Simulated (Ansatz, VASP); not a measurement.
## Na in VASP and in Ansatz

Contents of INCAR:

```
SYSTEM = Na
PREC = Accurate ; ENCUT = 520
EDIFF = 1E-6 ; ISMEAR = 0
SIGMA = 0.15 ; LREAL = .False.
LASPH = .True. ; NELM = 60
ALGO = Fast ; ISIF = 2
LWAVE = .False. ; LCHARG = .False.
GGA = PS ; NBANDS = 14
```

KPOINTS

```
Automatic mesh
0
Gamma
  12 12 10
  0 0 0
```

File POSCAR:

```
Na
1.0
    0.0000000000     -3.8203225084      0.0000000000
   -3.8203225084      0.0000000000      0.0000000000
    0.0000000000      0.0000000000     -5.3547884087
Na
2
Direct
    0.5000000000      0.6094671979      0.5000000000
    0.0000000000     -0.1094671979      0.0000000000
```

Input for Ansatz:

```yaml
crystal:
  lattice:
    - [0.0, -3.8203225084, 0.0]
    - [-3.8203225084, 0.0, 0.0]
    - [0.0, 0.0, -5.3547884087]
  atoms:
    - { symbol: Na, position: [0.5, 0.6094671979, 0.5] }
    - { symbol: Na, position: [0.0, -0.1094671979, 0.0] }
basis:
  ecutwfc: 520.0
kpoints:
  mp_grid: { grid: [12, 12, 10] }
hamiltonian:
  xc: pbesol
scf:
  occupations: { method: gaussian, width: 0.15 }
output:
  forces: true
  stress: true
  eigenvalues: true
```

Change from the starting cell: mode 4 frozen in at -0.408 Å, equal normal strain along x, y and z +0.0250.

Alike in both runs: task single point; functional PBEsol; k mesh 12 × 12 × 10; occupations gaussian, width 0.15 eV; no spin polarisation.

|  | VASP | Ansatz |
| --- | --- | --- |
| version | VASP 6.6.1 | Ansatz 0.2.0 |
| potentials or method | VASP PAW PBE potentials, release 64 (Na_pv), cutoff 520 eV | scalar-relativistic, plane waves, PAW |
| valence electrons in the cell | 14 | 18 |

Ansatz gave:

```
gap on the k mesh at the Fermi level (eV)                     : none
pressure (GPa)                                                : -0.2
traceless stress, the component that is largest in VASP (GPa) : -0.79
rms of the force components (eV/Å)                            : 0.121
```

Q: What did VASP give for the same quantities?

A: gap on the k mesh at the Fermi level (eV): none; pressure (GPa): -0.2; traceless stress, the component that is largest in VASP (GPa): -0.79; rms of the force components (eV/Å): 0.122.

VASP's potentials were made for PBE, not for PBEsol. Atom by atom the forces differ by 0.000 eV/Å (rms over components). A gap of «none» marks a metal or a gap that the smearing closes. VASP's potentials hold 14 valence electrons a cell and Ansatz's 18, so a difference there can come from the potentials and not from the codes.
